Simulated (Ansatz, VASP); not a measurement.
# Ge: VASP beside Ansatz

```
Ge
1.0
     0.00000    2.82891    2.82891
     2.82891    0.00000    2.82891
     2.82891    2.82891    0.00000
Ge
2
Direct
  0.75000 0.75000 0.75000
  0.50000 0.50000 0.50000
```

Alike in both runs: task relaxation of cell and atoms; functional PBEsol; dispersion D3(BJ); k mesh 8 × 8 × 8; occupations fermi-dirac, width 0.05 eV; no spin polarisation.

|  | VASP | Ansatz |
| --- | --- | --- |
| version | VASP 6.6.1 | Ansatz 0.2.0 |
| potentials or method | VASP PAW PBE potentials, release 64 (Ge_d), cutoff 600 eV | all-electron LAPW, scalar-relativistic |

|  | VASP | Ansatz | Ansatz less VASP |
| --- | --- | --- | --- |
| relaxed volume (Å³/atom) | 22.22 | 22.23 | +0.009 |
| relaxed cell length with the largest relative difference (Å) | 3.976 | 3.976 | +0.0006 |

VASP's potentials were made for PBE, not for PBEsol. Ansatz ran all-electron here, and VASP with PAW potentials.
